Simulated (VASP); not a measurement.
The system is Cd.

```
CELL_PARAMETERS angstrom
2.97887 0.00000 0.00000
-1.48944 2.57978 0.00000
0.00000 0.00000 5.61765
ATOMIC_POSITIONS crystal
Cd 0.33333 0.66667 0.25000
Cd 0.66667 0.33333 0.75000
```

```yaml
Program: VASP 6.6.1
Task: relaxation of volume and atoms at fixed shape
Functional: LDA
Potentials_or_basis: VASP PAW LDA potentials, release 64 (Cd)
Cutoff: 600 eV
k_mesh: 16 × 16 × 7
Occupations: gaussian, width 0.05 eV
Spin: no spin polarisation
```

At the start: pressure -4.1 GPa; volume 21.59 Å³/atom.

Question: How do energy, volume and symmetry change on relaxing?

Answer: Over 3 steps the energy falls by 18.8 meV/atom and the volume is 20.20 Å³/atom (-6.4 %); space group P6_3/mmc (No. 194, to 0.1 Å) before and after.

Step by step:
```tsv
step	energy change (eV)	largest force (eV/Å)	pressure (GPa)	volume (Å³)
1	0.0000	0.0000	-4.06	43.17
2	-0.0357	0.0000	1.10	39.84
3	-0.0377	0.0000	0.00	40.41
```

Final structure:
```xyz
2
Lattice="2.9139 0.0000 0.0000 -1.4569 2.5235 0.0000 0.0000 0.0000 5.4951" Properties=species:S:1:pos:R:3 pbc="T T T"
Cd    0.0000    1.6823    1.3738
Cd    1.4569    0.8412    4.1213
```
